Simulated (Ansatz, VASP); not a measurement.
**HgPt in VASP and in Ansatz**

The input INCAR:

```
SYSTEM = HgPt
PREC = Accurate
ENCUT = 520
EDIFF = 1E-8
ISMEAR = -1
SIGMA = 0.05
LREAL = .False.
LASPH = .True.
NELM = 100
ALGO = Normal
ISIF = 2
LWAVE = .False.
LCHARG = .False.
LEFG = .True.
NBANDS = 18
```

File KPOINTS:

```
regular mesh
0
Gamma
  10 10 8
  0 0 0
```

The input POSCAR:

```
HgPt
1.0
    2.9710000000      0.0000000000      0.0000000000
    0.0000000000      2.9710000000      0.0000000000
    0.0000000000      0.0000000000      3.8250000000
Hg Pt
1 1
Direct
    0.0000000000      0.0000000000      0.0000000000
    0.5000000000      0.5000000000      0.5000000000
```

Input for Ansatz:

```yaml
crystal:
  lattice:
    - [2.971, 0.0, 0.0]
    - [0.0, 2.971, 0.0]
    - [0.0, 0.0, 3.825]
  atoms:
    - { symbol: Hg, position: [0.0, 0.0, 0.0] }
    - { symbol: Pt, position: [0.5, 0.5, 0.5] }
kpoints:
  mp_grid: { grid: [10, 10, 8] }
scf:
  occupations: { method: fermi_dirac, width: 0.05 }
hamiltonian:
  xc: lda
  pseudopotentials: { kind: paw }
output:
  forces: true
  stress: true
  eigenvalues: true
  efg: { contact_densities: true }
  populations: true
```

Change from the starting cell: shortest bond scaled by 1, PAW files.

Alike in both runs: task electric field gradients; functional LDA; k mesh 10 × 10 × 8; occupations fermi-dirac, width 0.05 eV; no spin polarisation.

|  | VASP | Ansatz |
| --- | --- | --- |
| version | VASP 6.6.1 | Ansatz 0.2.0 |
| potentials or method | VASP PAW LDA potentials, release 64 (Hg, Pt) | PAW with Ansatz's default frozen-core files, scalar-relativistic |
| plane-wave cutoff (eV) | 520 | 420 |
| valence electrons in the cell | 22 | 38 |

Ansatz gave:

```
pressure (GPa)                                                : -1.6
traceless stress, the component that is largest in VASP (GPa) : 0.32
size of Vzz on the site where it differs most (V/Å²)          : 106.7
```

Q: Which values does VASP return?

A: Pressure (GPa): 0.4; traceless stress, the component that is largest in VASP (GPa): 0.46; size of Vzz on the site where it differs most (V/Å²): 100.1.

LDA's correlation is that of Perdew and Zunger in VASP and of Perdew and Wang (1992) in Ansatz. VASP's potentials hold 22 valence electrons a cell and Ansatz's 38, so a difference there can come from the potentials and not from the codes.

Neither program's run includes spin-orbit coupling.
